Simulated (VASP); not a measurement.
Input of a VASP 6.6.1 run:

Contents of INCAR:

```
SYSTEM = BaTiO3
ALGO = Normal
EDIFF = 1E-6
ENCUT = 520
GGA = PE
ISIF = 2
ISMEAR = 0
LASPH = .TRUE.
LCHARG = .TRUE.
LELF = .TRUE.
LREAL = .FALSE.
LVHAR = .TRUE.
LWAVE = .FALSE.
NBANDS = 28
NELM = 80
PREC = Accurate
SIGMA = 0.02
```

File KPOINTS:

```
k-points
0
G
  8 8 8
  0 0 0
```

Contents of POSCAR:

```
BaTiO3
1.0
    3.9786469319      0.0000000000      0.0000000000
    0.0000000000      3.9786469319      0.0000000000
    0.0000000000      0.0000000000      3.9786469319
Ba Ti O
1 1 3
Direct
    0.5000000000      0.5000000000      0.5000000000
    0.0000000000      0.0000000000      0.0000000000
    0.5000000000      0.0000000000      0.0000000000
    0.0000000000      0.5000000000      0.0000000000
    0.0000000000      0.0000000000      0.5000000000
```

Potentials or basis: VASP PAW PBE potentials, release 64 (Ba_sv, Ti_sv, O).

Run with:

```console
$ cat potpaw_PBE.64/Ba_sv/POTCAR potpaw_PBE.64/Ti_sv/POTCAR potpaw_PBE.64/O/POTCAR > POTCAR
$ mpirun -np 1 vasp_std > vasp.out
```

Problem. Predict the pressure.

Solution. 7.2 GPa.

Problem. Predict the band gap on the k mesh.

Solution. 1.78 eV, indirect (least direct gap 1.91 eV).

Caveat: spin-orbit coupling is left out, which moves the levels of the heavy elements. A k mesh can miss the band edges.
